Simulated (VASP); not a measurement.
# Se (P3_121) in VASP: single point with r2SCAN

Aim: the single point of Se with r2SCAN.

Everything below comes from runs of VASP 6.6.1. Logs are shortened: lines on timing, memory, paths and dates and some standing lists are left out, and cuts for length are marked.

### Step 1. The cell of the first run

Symmetry: P3_121, No. 152, trigonal system. Conventional cell: a = 4.503 Å, b = 4.503 Å, c = 4.992 Å, α = 90.00°, β = 90.00°, γ = 120.00°. Se (site symmetry 2) has 2 Se at 2.37 Å within 3.1 Å.

### Step 2. Single point, r2SCAN

Contents of POSCAR:

```
Se
1.0
    4.5031294960      0.0000000000      0.0000000000
   -2.2515647480      3.8998245401      0.0000000000
    0.0000000000      0.0000000000      4.9915833498
Se
3
Direct
    0.2172096340      0.0000000000      0.3333333333
    0.0000000000      0.2172096340      0.6666666667
    0.7827903660      0.7827903660      0.0000000000
```

Contents of INCAR.step1:

```
PREC = Accurate
ENCUT = 520
ISMEAR = 0
SIGMA = 0.02
LREAL = F
LASPH = T
NELM = 80
NBANDS = 16
GGA = PE
ALGO = Normal
EDIFF = 1E-4
LWAVE = T
LCHARG = F
```

Contents of INCAR.step2:

```
PREC = Accurate
ENCUT = 520
EDIFF = 1E-7
ISMEAR = 0
SIGMA = 0.02
LREAL = F
LASPH = T
NELM = 80
ALGO = Normal
ISIF = 2
LWAVE = F
LCHARG = T
METAGGA = R2SCAN
LMIXTAU = T
LELF = T
LVHAR = T
NBANDS = 16
ISTART = 1
```

Contents of KPOINTS:

```
regular mesh
0
Gamma
  12 12 8
```

Potentials or basis: VASP PAW PBE potentials, release 64 (Se).

Run with:

```console
cat potpaw_PBE.64/Se/POTCAR > POTCAR
cp INCAR.step1 INCAR
mpirun -np 1 vasp_std > vasp.out
cp INCAR.step2 INCAR
mpirun -np 1 vasp_std > vasp.out
```

OUTCAR:

```text
PREC = Accurate
   ENCUT = 520
   EDIFF = 1E-7
   ISMEAR = 0
   LREAL = F
   LASPH = T
   NELM = 80
   ISIF = 2
   METAGGA = R2SCAN
   ISTART = 1

 ion  position               nearest neighbor table
   1  0.217  0.000  0.333-   3 2.37   2 2.37
   2  0.000  0.217  0.667-   3 2.37   1 2.37
   3  0.783  0.783  0.000-   1 2.37   2 2.37

  LATTYP: Found a hexagonal cell.
 ALAT       =     4.5031294960
 C/A-ratio  =     1.1084698662

  Lattice vectors:

 A1 = (   4.5031294960,   0.0000000000,   0.0000000000)
 A2 = (  -2.2515647480,   3.8998245401,   0.0000000000)
 A3 = (   0.0000000000,   0.0000000000,   4.9915833498)

Analysis of symmetry for initial positions (statically):
=====================================================================
 Subroutine PRICEL returns:
 Original cell was already a primitive cell.

 Routine SETGRP: Setting up the symmetry group for a
 hexagonal supercell.

 Subroutine GETGRP returns: Found  6 space group operations
 (whereof  2 operations were pure point group operations)
 out of a pool of 24 trial point group operations.

The static configuration has the point symmetry C_2 .
 The point group associated with its full space group is D_3 .

Analysis of symmetry for dynamics (positions and initial velocities):
=====================================================================
 Subroutine PRICEL returns:
 Original cell was already a primitive cell.

 Routine SETGRP: Setting up the symmetry group for a
 hexagonal supercell.

 Subroutine GETGRP returns: Found  6 space group operations
 (whereof  2 operations were pure point group operations)
 out of a pool of 24 trial point group operations.

The dynamic configuration has the point symmetry C_2 .
 The point group associated with its full space group is D_3 .

 Subroutine INISYM returns: Found  6 space group operations
 (whereof  2 operations are pure point group operations),
 and found     1 'primitive' translations

----------------------------------------------------------------------------------------

                                     Primitive cell

  volume of cell :      87.6593

  direct lattice vectors                    reciprocal lattice vectors
     4.503129496  0.000000000  0.000000000     0.222067787  0.128210896  0.000000000
    -2.251564748  3.899824540  0.000000000     0.000000000  0.256421793  0.000000000
     0.000000000  0.000000000  4.991583350     0.000000000  0.000000000  0.200337234

  length of vectors
     4.503129496  4.503129496  4.991583350     0.256421793  0.256421793  0.200337234

  position of ions in fractional coordinates (direct lattice)
     0.217209634  0.000000000  0.333333333
     0.000000000  0.217209634  0.666666667
     0.782790366  0.782790366  0.000000000

  ion indices of the primitive-cell ions
   primitive index   ion index
                 1           1
                 2           2
                 3           3

----------------------------------------------------------------------------------------

 KPOINTS: regular mesh

Automatic generation of k-mesh.
 Grid dimensions read from file:
 generate k-points for:   12   12    8

 Generating k-lattice:

  Cartesian coordinates                     Fractional coordinates (reciprocal lattice)
     0.018505649  0.010684241  0.000000000     0.083333333  0.000000000  0.000000000
     0.000000000  0.021368483  0.000000000     0.000000000  0.083333333  0.000000000
     0.000000000  0.000000000  0.025042154     0.000000000  0.000000000  0.125000000

  Length of vectors
     0.021368483  0.021368483  0.025042154

  Shift w.r.t. Gamma in fractional coordinates (k-lattice)
     0.000000000  0.000000000  0.000000000

 Subroutine IBZKPT returns following result:
 ===========================================

 Found    131 irreducible k-points:

 Following reciprocal coordinates:
            Coordinates               Weight
  0.000000  0.000000  0.000000      1.000000
  0.083333 -0.000000  0.000000      6.000000
  0.166667  0.000000  0.000000      6.000000
  0.250000  0.000000  0.000000      6.000000
  0.333333  0.000000  0.000000      6.000000
  0.416667 -0.000000  0.000000      6.000000
[... 16 lines left out ...]
  0.166667  0.000000  0.125000      6.000000
  0.000000  0.166667  0.125000      6.000000
 [... further k-points ...]
   k-points           NKPTS =    131   k-points in BZ     NKDIM =    131   number of bands    NBANDS=     16
   number of dos      NEDOS =    301   number of ions     NIONS =      3
   total plane-waves  NPLWV =  51840
   dimension x,y,z NGX =    36 NGY =   36 NGZ =   40
   dimension x,y,z NGXF=    72 NGYF=   72 NGZF=   80
   ions per type =               3
   NGX,Y,Z   is equivalent  to a cutoff of  13.29, 13.29, 13.32 a.u.
   NGXF,Y,Z  is equivalent  to a cutoff of  26.58, 26.58, 26.64 a.u.
 SYSTEM =  unknown system
   PREC   = accura    normal or accurate (medium, high low for compatibility)
   ISTART =      1    job   : 0-new  1-cont  2-samecut
   ICHARG =      0    charge: 1-file 2-atom 10-const
   ISPIN  =      1    spin polarized calculation?
   LNONCOLLINEAR =      F non collinear calculations
   LSORBIT =      F    spin-orbit coupling
   LASPH  =      T    aspherical Exc in radial PAW
   ENCUT  =  520.0 eV  38.22 Ry    6.18 a.u.   8.37  8.37  9.28*2*pi/ulx,y,z
   NELM   =     80;   NELMIN=  2; NELMDL=  0     # of ELM steps
   EDIFF  = 0.1E-06   stopping-criterion for ELM
   LREAL  =      F    real-space projection
   EDIFFG = 0.1E-05   stopping-criterion for IOM
   NSW    =      0    number of steps for IOM
   IBRION =     -1    ionic relax: 0-MD 1-quasi-New 2-CG
   NFREE  =      0    steps in history (QN), initial steepest desc. (CG)
   ISIF   =      2    stress and relaxation
   ISYM   =      2    0-nonsym 1-usesym 2-fastsym
   POTIM  = 0.5000    time-step for ionic-motion
   TEBEG  =    0.0;   TEEND  =   0.0 temperature during run
   PSTRESS=    0.0 pullay stress
   NELECT =      18.0000    total number of electrons
   NUPDOWN=      -1.0000    fix difference up-down
   EMIN   =  10.00;   EMAX   =-10.00  energy-range for DOS
   EFERMI =   0.00;   METHOD = LEGACY
   ISMEAR =     0;   SIGMA  =   0.02  broadening in eV -4-tet -1-fermi 0-gaus
   EFERMI_NEDOS =   21; number of points for ismear=-14 and -15
   IALGO  =     38    algorithm
   IMIX   =      4    mixing-type and parameters
     AMIX     =   0.40;   BMIX     =  1.00
     AMIX_MAG =   1.60;   BMIX_MAG =  1.00
  volume/ion in A,a.u.               =      29.22       197.18
  Fermi-wavevector in a.u.,A,eV,Ry     =   0.965828  1.825150 12.691833  0.932823
  Thomas-Fermi vector in A             =   2.095578
   LORBIT       =      0    0 simple, 1 ext, 2 COOP (PROOUT), +10 PAW based schemes
   METAGGA = R2SCAN    functional components
   LHFCALC =     F    Hartree Fock is set to
   AEXX    =    0.0000 exact exchange contribution
   IVDW    =     0    specifies the selected vdW correction
   LEPSILON=     F    determine dielectric tensor
   LRPA    =     F    only Hartree local field effects (RPA)
 non-spin polarized calculation
 Gauss-broadening in eV      SIGMA  =   0.02
  energy-cutoff  :      520.00
  volume of cell :       87.66
 maximum number of plane-waves:      2391
 NGX is ok and might be reduce to    36
   NGX = 17   NGY = 17   NGZ = 19

 number of electron      18.0000000 magnetization

 Free energy of the ion-electron system (eV)
  ---------------------------------------------------
  ext. energy  EPLUGINS =         0.00000000
  ---------------------------------------------------
  free energy    TOTEN  =       -42.92831789 eV

  energy without entropy =      -42.92831789  energy(sigma->0) =      -42.92831789

 E-fermi :   1.8325     XC(G=0):  -8.9233

 val. band max:        1.7516795073   @ k =   0.5000   0.0000   0.5000
 cond. band min:       3.0654975902   @ k =   0.3333   0.3333   0.5000
 fundamental gap:      1.3138180829
 Fermi energy:         1.8325103726

 k-point     1 :       0.0000    0.0000    0.0000
  band No.  band energies     occupation
      1     -14.4854      2.00000
      2     -10.2827      2.00000
      3     -10.2827      2.00000
      4      -2.2312      2.00000
      5      -2.2312      2.00000
      6      -1.9067      2.00000
[... 8 lines left out ...]
     15       8.7777      0.00000
     16      10.6952      0.00000

 k-point     2 :       0.0833   -0.0000    0.0000
  band No.  band energies     occupation
      1     -14.4635      2.00000
      2     -10.3046      2.00000
      3     -10.2813      2.00000
      4      -2.4203      2.00000
      5      -2.3062      2.00000
      6      -1.8283      2.00000
[... 8 lines left out ...]
     15       8.9801      0.00000
     16      10.6799      0.00000

 k-point     3 :       0.1667    0.0000    0.0000
  band No.  band energies     occupation
      1     -14.4019      2.00000
      2     -10.3677      2.00000
      3     -10.2773      2.00000
      4      -2.7403      2.00000
      5      -2.4708      2.00000
      6      -1.7609      2.00000
[... 8 lines left out ...]
     15       9.5080      0.00000
     16      10.7256      0.00000

 k-point     4 :       0.2500    0.0000    0.0000
  band No.  band energies     occupation
      1     -14.3132      2.00000
      2     -10.4628      2.00000
      3     -10.2717      2.00000
      4      -3.0198      2.00000
      5      -2.6471      2.00000
      6      -1.7351      2.00000
[... 8 lines left out ...]
     15      10.1478      0.00000
     16      11.0854      0.00000

 k-point     5 :       0.3333    0.0000    0.0000
  band No.  band energies     occupation
      1     -14.2182      2.00000
      2     -10.5687      2.00000
      3     -10.2659      2.00000
      4      -3.2065      2.00000
      5      -2.7957      2.00000
      6      -1.6980      2.00000
[... 8 lines left out ...]
     15      10.7665      0.00000
     16      11.6728      0.00000

 k-point     6 :       0.4167   -0.0000    0.0000
  band No.  band energies     occupation
      1     -14.1441      2.00000
      2     -10.6538      2.00000
      3     -10.2616      2.00000
      4      -3.3018      2.00000
      5      -2.8958      2.00000
      6      -1.6129      2.00000
[... 8 lines left out ...]
     15      11.3666      0.00000
     16      12.0856      0.00000
[... 267 lines left out ...]
 k-point    21 :       0.0833   -0.0000    0.1250
  band No.  band energies     occupation
      1     -14.3876      2.00000
      2     -11.1237      2.00000
      3      -9.4865      2.00000
      4      -2.6018      2.00000
      5      -2.2225      2.00000
      6      -1.7842      2.00000
[... 8 lines left out ...]
     15       9.3761      0.00000
     16      10.1153      0.00000

 k-point    22 :       0.0000    0.0833    0.1250
  band No.  band energies     occupation
      1     -14.3876      2.00000
      2     -11.1246      2.00000
      3      -9.4848      2.00000
      4      -2.5799      2.00000
      5      -2.2892      2.00000
      6      -1.7495      2.00000
[... 8 lines left out ...]
     15       9.2702      0.00000
     16      10.2960      0.00000

 k-point    23 :       0.1667    0.0000    0.1250
  band No.  band energies     occupation
      1     -14.3269      2.00000
      2     -11.1216      2.00000
      3      -9.5581      2.00000
      4      -2.8236      2.00000
      5      -2.4342      2.00000
      6      -1.7186      2.00000
[... 8 lines left out ...]
     15       9.7892      0.00000
     16      10.1351      0.00000

 k-point    24 :       0.0000    0.1667    0.1250
  band No.  band energies     occupation
      1     -14.3266      2.00000
      2     -11.1278      2.00000
      3      -9.5467      2.00000
      4      -2.7251      2.00000
      5      -2.6583      2.00000
      6      -1.6696      2.00000
[... 8 lines left out ...]
     15       9.4871      0.00000
     16      10.8406      0.00000

 [... further k-points ...]

------------------------ aborting loop because EDIFF is reached ----------------------------------------

  FORCE on cell =-STRESS in cart. coord.  units (eV):
  Direction    XX          YY          ZZ          XY          YZ          ZX
  --------------------------------------------------------------------------------------
  -------------------------------------------------------------------------------------
  Total       -0.0013678     -0.0013678     -0.0157524      0.0000000     -0.0000000     -0.0000000
  in kB       -0.0249991     -0.0249991     -0.2879113      0.0000000     -0.0000000     -0.0000000
  external PRESSURE =      -0.1126365 kB  Pullay stress =       0.0000000 kB

 VOLUME and BASIS-vectors are now :
 -----------------------------------------------------------------------------
  energy-cutoff  :      520.00
  volume of cell :       87.66
      direct lattice vectors                 reciprocal lattice vectors
     4.503129496  0.000000000  0.000000000     0.222067787  0.128210896  0.000000000
    -2.251564748  3.899824540  0.000000000     0.000000000  0.256421793  0.000000000
     0.000000000  0.000000000  4.991583350     0.000000000  0.000000000  0.200337234

 POSITION                                       TOTAL-FORCE (eV/Angst)
 -----------------------------------------------------------------------------------
      0.97812      0.00000      1.66386         0.002244     -0.000000     -0.000000
     -0.48906      0.84708      3.32772        -0.001122      0.001943      0.000000
      1.76250      3.05275      0.00000        -0.001122     -0.001943      0.000000
 -----------------------------------------------------------------------------------
    total drift:                                0.000000      0.000001     -0.000000

  FREE ENERGIE OF THE ION-ELECTRON SYSTEM (eV)
  ---------------------------------------------------
  free  energy   TOTEN  =       -42.9283178868 eV

  energy  without entropy=      -42.9283178868  energy(sigma->0) =      -42.92831789
```

Run time: 12 min. Hardware: 1 thread of Intel Xeon 8259CL, shared host; peak memory 0.33 GiB.

What came out:

```
Free energy            : -42.9283 eV
Pressure               : 0.0 GPa
Band gap on the k mesh : 1.31 eV (least direct gap 1.58 eV)
```

Forces on the atoms (eV/Å):
```
Se   0.002  0.000  0.000
Se  -0.001  0.002  0.000
Se  -0.001 -0.002  0.000
```

Caveat: the PAW data sets were made with another functional, which shifts forces and pressure a little. A k mesh can miss the band edges.
